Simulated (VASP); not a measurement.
# NaF (I4/mmm) in VASP: notebook, part 3 of 3

VASP 6.6.1. Earlier steps stand in the parts before.

## (5) Single point, r2SCAN

This run uses another cell than the first one, of the same volume but with other edges.

Input file POSCAR:

```
NaF
1.0
    0.0000000000      2.1863090059      2.6235708071
    2.1863090059      0.0000000000      2.6235708071
    2.1863090059      2.1863090059      0.0000000000
Na F
1 1
Direct
    0.0000000000      0.0000000000      0.0000000000
    0.5000000000      0.5000000000      0.5000000000
```

Input file INCAR.step1:

```
PREC = Accurate
ENCUT = 520
ISMEAR = 0
SIGMA = 0.05
LREAL = F
LASPH = T
NELM = 60
NBANDS = 14
GGA = PE
ALGO = Normal
EDIFF = 1E-4
LWAVE = T
LCHARG = F
```

Input file INCAR.step2:

```
PREC = Accurate
ENCUT = 520
EDIFF = 1E-6
ISMEAR = 0
SIGMA = 0.05
LREAL = F
LASPH = T
NELM = 60
ALGO = Normal
ISIF = 2
LWAVE = F
LCHARG = T
METAGGA = R2SCAN
LMIXTAU = T
LELF = T
LVHAR = T
NBANDS = 14
ISTART = 1
```

Input file KPOINTS:

```
Automatic mesh
0
Gamma
  10 10 10
```

Potentials or basis: VASP PAW PBE potentials, release 64 (Na_pv, F).

Command:

```bash
$ cat potpaw_PBE.64/Na_pv/POTCAR potpaw_PBE.64/F/POTCAR > POTCAR
$ cp INCAR.step1 INCAR
$ mpirun -np 1 vasp_std > vasp.out
$ cp INCAR.step2 INCAR
$ mpirun -np 1 vasp_std > vasp.out
```

OUTCAR:

```text
PREC = Accurate
   ENCUT = 520
   EDIFF = 1E-6
   ISMEAR = 0
   LREAL = F
   LASPH = T
   NELM = 60
   ISIF = 2
   METAGGA = R2SCAN
   ISTART = 1

 ion  position               nearest neighbor table
   1  0.000  0.000  0.000-   2 2.19   2 2.19   2 2.19   2 2.19
   2  0.500  0.500  0.500-   1 2.19   1 2.19   1 2.19   1 2.19

  LATTYP: Found a body centered tetragonal cell.
 ALAT       =     3.0919078477
 C/A-ratio  =     1.6970562749

  Lattice vectors:

 A1 = (  -2.1863090059,   0.0000000000,   2.6235708071)
 A2 = (   2.1863090059,   0.0000000000,   2.6235708071)
 A3 = (   0.0000000000,   2.1863090059,  -2.6235708071)

Analysis of symmetry for initial positions (statically):
=====================================================================
 Subroutine PRICEL returns:
 Original cell was already a primitive cell.

 Routine SETGRP: Setting up the symmetry group for a
 body centered tetragonal supercell.

 Subroutine GETGRP returns: Found 16 space group operations
 (whereof 16 operations were pure point group operations)
 out of a pool of 16 trial point group operations.

The static configuration has the point symmetry D_4h.

Analysis of symmetry for dynamics (positions and initial velocities):
=====================================================================
 Subroutine PRICEL returns:
 Original cell was already a primitive cell.

 Routine SETGRP: Setting up the symmetry group for a
 body centered tetragonal supercell.

 Subroutine GETGRP returns: Found 16 space group operations
 (whereof 16 operations were pure point group operations)
 out of a pool of 16 trial point group operations.

The dynamic configuration has the point symmetry D_4h.

 Subroutine INISYM returns: Found 16 space group operations
 (whereof 16 operations are pure point group operations),
 and found     1 'primitive' translations

----------------------------------------------------------------------------------------

                                     Primitive cell

  volume of cell :      25.0811

  direct lattice vectors                    reciprocal lattice vectors
     0.000000000  2.186309006  2.623570807    -0.228695943  0.228695943  0.190579953
     2.186309006  0.000000000  2.623570807     0.228695943 -0.228695943  0.190579953
     2.186309006  2.186309006  0.000000000     0.228695943  0.228695943 -0.190579953

  length of vectors
     3.415123841  3.415123841  3.091907848     0.375398971  0.375398971  0.375398971

  position of ions in fractional coordinates (direct lattice)
     0.000000000  0.000000000  0.000000000
     0.500000000  0.500000000  0.500000000

  ion indices of the primitive-cell ions
   primitive index   ion index
                 1           1
                 2           2

----------------------------------------------------------------------------------------

 KPOINTS: Automatic mesh

Automatic generation of k-mesh.
 Grid dimensions read from file:
 generate k-points for:   10   10   10

 Generating k-lattice:

  Cartesian coordinates                     Fractional coordinates (reciprocal lattice)
    -0.022869594  0.022869594  0.019057995     0.100000000  0.000000000  0.000000000
     0.022869594 -0.022869594  0.019057995     0.000000000  0.100000000  0.000000000
     0.022869594  0.022869594 -0.019057995    -0.000000000 -0.000000000  0.100000000

  Length of vectors
     0.037539897  0.037539897  0.037539897

  Shift w.r.t. Gamma in fractional coordinates (k-lattice)
     0.000000000  0.000000000  0.000000000

 Subroutine IBZKPT returns following result:
 ===========================================

 Found    102 irreducible k-points:

 Following reciprocal coordinates:
            Coordinates               Weight
  0.000000  0.000000  0.000000      1.000000
  0.100000  0.000000  0.000000      8.000000
  0.200000  0.000000  0.000000      8.000000
  0.300000  0.000000  0.000000      8.000000
  0.400000  0.000000  0.000000      8.000000
  0.500000  0.000000  0.000000      4.000000
[... 16 lines left out ...]
  0.300000  0.300000  0.000000      2.000000
  0.400000  0.300000  0.000000      8.000000
 [... further k-points ...]
   k-points           NKPTS =    102   k-points in BZ     NKDIM =    102   number of bands    NBANDS=     14
   number of dos      NEDOS =    301   number of ions     NIONS =      2
   total plane-waves  NPLWV =  18816
   dimension x,y,z NGX =    28 NGY =   28 NGZ =   24
   dimension x,y,z NGXF=    56 NGYF=   56 NGZF=   48
   ions per type =               1   1
   NGX,Y,Z   is equivalent  to a cutoff of  13.63, 13.63, 12.90 a.u.
   NGXF,Y,Z  is equivalent  to a cutoff of  27.26, 27.26, 25.81 a.u.
 SYSTEM =  unknown system
   PREC   = accura    normal or accurate (medium, high low for compatibility)
   ISTART =      1    job   : 0-new  1-cont  2-samecut
   ICHARG =      0    charge: 1-file 2-atom 10-const
   ISPIN  =      1    spin polarized calculation?
   LNONCOLLINEAR =      F non collinear calculations
   LSORBIT =      F    spin-orbit coupling
   LASPH  =      T    aspherical Exc in radial PAW
   ENCUT  =  520.0 eV  38.22 Ry    6.18 a.u.   6.35  6.35  5.75*2*pi/ulx,y,z
   NELM   =     60;   NELMIN=  2; NELMDL=  0     # of ELM steps
   EDIFF  = 0.1E-05   stopping-criterion for ELM
   LREAL  =      F    real-space projection
   EDIFFG = 0.1E-04   stopping-criterion for IOM
   NSW    =      0    number of steps for IOM
   IBRION =     -1    ionic relax: 0-MD 1-quasi-New 2-CG
   NFREE  =      0    steps in history (QN), initial steepest desc. (CG)
   ISIF   =      2    stress and relaxation
   ISYM   =      2    0-nonsym 1-usesym 2-fastsym
   POTIM  = 0.5000    time-step for ionic-motion
   TEBEG  =    0.0;   TEEND  =   0.0 temperature during run
   PSTRESS=    0.0 pullay stress
   NELECT =      14.0000    total number of electrons
   NUPDOWN=      -1.0000    fix difference up-down
   EMIN   =  10.00;   EMAX   =-10.00  energy-range for DOS
   EFERMI =   0.00;   METHOD = LEGACY
   ISMEAR =     0;   SIGMA  =   0.05  broadening in eV -4-tet -1-fermi 0-gaus
   EFERMI_NEDOS =   21; number of points for ismear=-14 and -15
   IALGO  =     38    algorithm
   IMIX   =      4    mixing-type and parameters
     AMIX     =   0.40;   BMIX     =  1.00
     AMIX_MAG =   1.60;   BMIX_MAG =  1.00
  volume/ion in A,a.u.               =      12.54        84.63
  Fermi-wavevector in a.u.,A,eV,Ry     =   1.347935  2.547227 24.720809  1.816928
  Thomas-Fermi vector in A             =   2.475645
   LORBIT       =      0    0 simple, 1 ext, 2 COOP (PROOUT), +10 PAW based schemes
   METAGGA = R2SCAN    functional components
   LHFCALC =     F    Hartree Fock is set to
   AEXX    =    0.0000 exact exchange contribution
   IVDW    =     0    specifies the selected vdW correction
   LEPSILON=     F    determine dielectric tensor
   LRPA    =     F    only Hartree local field effects (RPA)
 non-spin polarized calculation
 Gauss-broadening in eV      SIGMA  =   0.05
  energy-cutoff  :      520.00
  volume of cell :       25.08
 maximum number of plane-waves:       690
 NGX is ok and might be reduce to    28

 number of electron      14.0000003 magnetization

 Free energy of the ion-electron system (eV)
  ---------------------------------------------------
  ext. energy  EPLUGINS =         0.00000000
  ---------------------------------------------------
  free energy    TOTEN  =       -12.48023445 eV

  energy without entropy =      -12.48023445  energy(sigma->0) =      -12.48023445

 E-fermi :  -2.5196     XC(G=0):  -9.6806

 val. band max:       -2.7530422884   @ k =   0.0000   0.0000   0.0000
 cond. band min:       4.2638782961   @ k =   0.0000   0.0000   0.0000
 fundamental gap:      7.0169205845
 Fermi energy:        -2.5196030689

 k-point     1 :       0.0000    0.0000    0.0000
  band No.  band energies     occupation
      1     -23.0897      2.00000
      2     -22.2250      2.00000
      3     -22.1533      2.00000
      4     -22.1531      2.00000
      5      -2.8198      2.00000
      6      -2.7531      2.00000
      7      -2.7530      2.00000
      8       4.2639      0.00000
      9      16.3991      0.00000
     10      17.7035      0.00000
     11      17.7037      0.00000
     12      19.9411      0.00000
     13      20.0622      0.00000
     14      22.8364      0.00000
[... 375 lines left out ...]
 k-point    24 :       0.4000    0.3000    0.0000
  band No.  band energies     occupation
      1     -23.0814      2.00000
      2     -22.2820      2.00000
      3     -22.1702      2.00000
      4     -22.0667      2.00000
      5      -3.9447      2.00000
      6      -3.0322      2.00000
      7      -2.9354      2.00000
      8       8.0136      0.00000
      9      12.8291      0.00000
     10      13.9006      0.00000
     11      18.8193      0.00000
     12      19.3710      0.00000
     13      23.4115      0.00000
     14      26.6572      0.00000

 [... further k-points ...]
[... 5 lines left out ...]
  --------------------------------------------------------------------------------------
  -------------------------------------------------------------------------------------
  Total        0.8657274      0.8657274     -0.9775049      0.0000000     -0.0000000      0.0000000
  in kB       55.3026381     55.3026381    -62.4429841      0.0000000     -0.0000000      0.0000000
  external PRESSURE =      16.0540974 kB  Pullay stress =       0.0000000 kB

 VOLUME and BASIS-vectors are now :
 -----------------------------------------------------------------------------
  energy-cutoff  :      520.00
  volume of cell :       25.08
      direct lattice vectors                 reciprocal lattice vectors
     0.000000000  2.186309006  2.623570807    -0.228695943  0.228695943  0.190579953
     2.186309006  0.000000000  2.623570807     0.228695943 -0.228695943  0.190579953
     2.186309006  2.186309006  0.000000000     0.228695943  0.228695943 -0.190579953

 POSITION                                       TOTAL-FORCE (eV/Angst)
 -----------------------------------------------------------------------------------
      0.00000      0.00000      0.00000         0.000000     -0.000000      0.000000
      2.18631      2.18631      2.62357        -0.000000      0.000000     -0.000000
 -----------------------------------------------------------------------------------
    total drift:                                0.000000      0.000000      0.000000

  FREE ENERGIE OF THE ION-ELECTRON SYSTEM (eV)
  ---------------------------------------------------
  free  energy   TOTEN  =       -12.4802344497 eV

  energy  without entropy=      -12.4802344497  energy(sigma->0) =      -12.48023445
```

OUTCAR.step1:

```text
PREC = Accurate
   ENCUT = 520
   ISMEAR = 0
   LREAL = F
   LASPH = T
[... 630 lines left out ...]
 -----------------------------------------------------------------------------------
      0.00000      0.00000      0.00000         0.000000      0.000000      0.000000
      2.18631      2.18631      2.62357        -0.000000     -0.000000     -0.000000
 -----------------------------------------------------------------------------------
    total drift:                                0.000000      0.000000      0.000000

  FREE ENERGIE OF THE ION-ELECTRON SYSTEM (eV)
  ---------------------------------------------------
  free  energy   TOTEN  =        -8.4366278813 eV

  energy  without entropy=       -8.4366278813  energy(sigma->0) =       -8.43662788
```

OSZICAR.step1:

```text
N       E                     dE             d eps       ncg     rms          rms(c)
DAV:   1     0.109877641508E+03    0.10988E+03   -0.77500E+03  2898   0.122E+03
DAV:   2    -0.380250587732E+01   -0.11368E+03   -0.10534E+03  3144   0.344E+02
DAV:   3    -0.935530868967E+01   -0.55528E+01   -0.55420E+01  3516   0.693E+01
DAV:   4    -0.940072342379E+01   -0.45415E-01   -0.45412E-01  3312   0.679E+00
DAV:   5    -0.940117504316E+01   -0.45162E-03   -0.45162E-03  3600   0.678E-01    0.560E+00
DAV:   6    -0.844596519579E+01    0.95521E+00   -0.33104E+00  3840   0.157E+01    0.184E+00
DAV:   7    -0.843449729286E+01    0.11468E-01   -0.33724E-02  2922   0.207E+00    0.109E+00
DAV:   8    -0.843598684282E+01   -0.14895E-02   -0.29880E-02  3078   0.318E+00    0.161E-01
DAV:   9    -0.843669870929E+01   -0.71187E-03   -0.48052E-03  3870   0.661E-01    0.117E-01
DAV:  10    -0.843662788128E+01    0.70828E-04   -0.90734E-04  3120   0.383E-01
   1 F= -.84366279E+01 E0= -.84366279E+01  d E =-.790804E-17
```

Wall time 79 s (1 thread of Intel Xeon 6975P-C (Granite Rapids), shared host); peak memory 0.16 GiB.

What came out:

* Free energy: -12.4802 eV
* Pressure: 1.6 GPa
* Band gap on the k mesh: 7.02 eV

Levels at points of the mesh, in eV from the valence-band top:
```tsv
k point	band 3	band 4	band 5	band 6	band 7	band 8	band 9	band 10	band 11	band 12
(0.00, 0.00, 0.00)	-19.40	-19.40	-0.07	0.00	0.00	7.02	19.15	20.46	20.46	22.69
(0.50, 0.00, 0.00)	-19.39	-18.76	-1.57	-0.39	-0.22	11.51	13.21	20.07	22.64	23.26
(0.50, 0.50, 0.00)	-19.43	-19.43	-1.40	-0.22	-0.22	12.39	14.56	15.18	22.48	22.48
(0.50, 0.00, 0.50)	-19.51	-19.50	-1.17	-0.64	-0.36	13.55	14.80	14.95	19.50	21.44
```

Caveat: the PAW data sets were made with another functional, which shifts forces and pressure a little.

## (6) Single point, r2SCAN

This run uses another cell than the first one, of the same volume but with other edges.

Input file POSCAR:

```
NaF
1.0
    0.0000000000      2.5239093830      1.9686493187
    2.5239093830      0.0000000000      1.9686493187
    2.5239093830      2.5239093830      0.0000000000
Na F
1 1
Direct
    0.0000000000      0.0000000000      0.0000000000
    0.5000000000      0.5000000000      0.5000000000
```

Input file INCAR.step1:

```
SYSTEM = NaF
ALGO     = Normal         ! electronic algorithm
EDIFF    = 1E-4           ! SCF threshold, eV
ENCUT    = 520            ! plane-wave cutoff, eV
GGA      = PE             ! functional
ISMEAR   = 0              ! smearing method
LASPH    = .True.         ! aspherical terms in the spheres
LCHARG   = .False.        ! write CHGCAR
LREAL    = .False.        ! projectors in reciprocal space
LWAVE    = .True.         ! write WAVECAR
NBANDS   = 14             ! bands
NELM     = 100            ! most SCF steps
PREC     = Accurate       ! precision mode
SIGMA    = 0.05           ! smearing width, eV
```

Input file INCAR.step2:

```
SYSTEM = NaF
ALGO     = Normal         ! electronic algorithm
EDIFF    = 1E-6           ! SCF threshold, eV
ENCUT    = 520            ! plane-wave cutoff, eV
ISIF     = 2              ! what is computed and relaxed
ISMEAR   = 0              ! smearing method
ISTART   = 1            
LASPH    = .True.         ! aspherical terms in the spheres
LCHARG   = .False.        ! write CHGCAR
LMIXTAU  = .True.       
LREAL    = .False.        ! projectors in reciprocal space
LWAVE    = .False.        ! write WAVECAR
METAGGA  = R2SCAN         ! meta-GGA
NBANDS   = 14             ! bands
NELM     = 100            ! most SCF steps
PREC     = Accurate       ! precision mode
SIGMA    = 0.05           ! smearing width, eV
```

Input file KPOINTS:

```
k-points
0
Gamma
  10 10 10
  0 0 0
```

Potentials or basis: VASP PAW PBE potentials, release 64 (Na_pv, F).

Command:

```bash
$ cat potpaw_PBE.64/Na_pv/POTCAR potpaw_PBE.64/F/POTCAR > POTCAR
$ cp INCAR.step1 INCAR
$ mpirun -np 1 vasp_std > vasp.out
$ cp INCAR.step2 INCAR
$ mpirun -np 1 vasp_std > vasp.out
```

Run time: 61 s. Hardware: 1 thread of Intel Xeon 6975P-C (Granite Rapids), shared host; peak memory 0.15 GiB.

Results (log left out):

```yaml
Free_energy: -12.1913 eV
Pressure: 7.9 GPa
Band_gap_on_the_k_mesh: 6.85 eV
```

Stress tensor (GPa, compression positive):
```
-5.41  0.00  0.00
 0.00 -5.41  0.00
 0.00  0.00 34.55
```

Levels at points of the mesh, in eV from the valence-band top:
| k point | band 5 | band 6 | band 7 | band 8 | band 9 | band 10 |
| --- | --- | --- | --- | --- | --- | --- |
| (0.00, 0.00, 0.00) | -0.10 | -0.10 | 0.00 | 6.85 | 19.76 | 19.76 |
| (0.50, 0.00, 0.00) | -1.61 | -0.49 | -0.35 | 11.43 | 13.08 | 19.25 |
| (0.50, 0.50, 0.00) | -0.84 | -0.76 | -0.76 | 12.30 | 15.85 | 16.33 |
| (0.50, 0.00, 0.50) | -1.47 | -0.33 | -0.23 | 12.76 | 14.15 | 15.23 |

Caveat: the cell stands under pressure; the PAW data sets were made with another functional, which shifts forces and pressure a little.

## (7) The runs side by side

| cell | gap on the mesh (eV) | pressure (GPa) |
| --- | --- | --- |
| a = 3.194, b = 3.194, c = 3.688 Å, angles 54.7, 54.7, 70.5°, 2 atoms | 6.45 | 20.1 |
| a = 3.585, b = 3.585, c = 2.927 Å, angles 65.9, 65.9, 48.2°, 2 atoms | 6.74 | 10.9 |
| a = 3.219, b = 3.219, c = 3.469 Å, angles 57.4, 57.4, 65.2°, 2 atoms | 7.03 | 1.8 |
| a = 3.415, b = 3.415, c = 3.092 Å, angles 63.1, 63.1, 53.8°, 2 atoms | 7.02 | 1.6 |
| a = 3.201, b = 3.201, c = 3.569 Å, angles 56.1, 56.1, 67.8°, 2 atoms | 6.85 | 7.9 |

Alike in all rows: task single point; level r2SCAN; potentials or basis VASP PAW PBE potentials, release 64 (Na_pv, F); no spin polarisation; k mesh 10 × 10 × 10; cutoff (eV) 520; smearing gaussian 0.05 eV.

Caveats: the PAW data sets were made with another functional, which shifts forces and pressure a little; the cell stands under pressure (at least some runs).

Total energies depend on the potentials used, so only differences within one code and one set of settings carry meaning.
